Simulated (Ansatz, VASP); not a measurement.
Zr in VASP and in Ansatz

INCAR

```
SYSTEM = Zr
ALGO = Normal
EDIFF = 1E-6
ENCUT = 520
GGA = PS
ISIF = 2
ISMEAR = -1
LASPH = .TRUE.
LCHARG = .FALSE.
LREAL = .FALSE.
LWAVE = .FALSE.
NBANDS = 12
NELM = 60
PREC = Accurate
SIGMA = 0.1
```

The input KPOINTS:

```
k-points
0
G
  13 13 13
  0 0 0
```

The input POSCAR:

```
Zr
1.0
    2.2011536557      0.0000000000      0.0000000000
    0.0000000000      2.2011536557      0.0000000000
    0.0000000000      0.0000000000      2.2011536557
Zr
1
Direct
    0.0000000000      0.0000000000      0.0000000000
```

Input for Ansatz:

```yaml
crystal:
  lattice:
    - [2.2011536557, 0.0, 0.0]
    - [0.0, 2.2011536557, 0.0]
    - [0.0, 0.0, 2.2011536557]
  atoms:
    - { symbol: Zr, position: [0.0, 0.0, 0.0] }
kpoints:
  mp_grid: { grid: [13, 13, 13] }
  band_path:
    path:
      - [0.0, 0.0, 0.0]
      - [0.0, 0.5, 0.0]
      - [0.5, 0.5, 0.0]
      - [0.0, 0.0, 0.0]
      - [0.5, 0.5, 0.5]
      - [0.0, 0.5, 0.0]
      - [0.5, 0.5, 0.5]
      - [0.5, 0.5, 0.0]
    npoints: 8
scf:
  occupations: { method: fermi_dirac, width: 0.1 }
hamiltonian:
  xc: pbesol
  pseudopotentials: { kind: all_electron, lapw: { basis_error: 0.001 } }
output:
  forces: true
  stress: true
  eigenvalues: true
  populations: true
  dos: { projected: true, de: 0.2, e_range: [-14, 8] }
```

Change from the starting cell: volume scaled by 0.45, LAPW.

Alike in both runs: task single point; functional PBEsol; k mesh 13 × 13 × 13; occupations fermi-dirac, width 0.1 eV; no spin polarisation.

|  | VASP | Ansatz |
| --- | --- | --- |
| version | VASP 6.6.1 | Ansatz 0.2.0 |
| potentials or method | VASP PAW PBE potentials, release 64 (Zr_sv), cutoff 520 eV | all-electron LAPW, scalar-relativistic |

Ansatz gave:

| Quantity | Value |
| --- | --- |
| pressure (GPa) | 288.7 |

**Question.** Which values does VASP return?

**Answer.** Pressure (GPa): 293.7.

VASP's potentials were made for PBE, not for PBEsol. Both programs put the cell under a high pressure, so it lies far from rest at this level. Ansatz ran all-electron here, and VASP with PAW potentials.

Noted on VASP's run: the cell as given lies far from equilibrium.
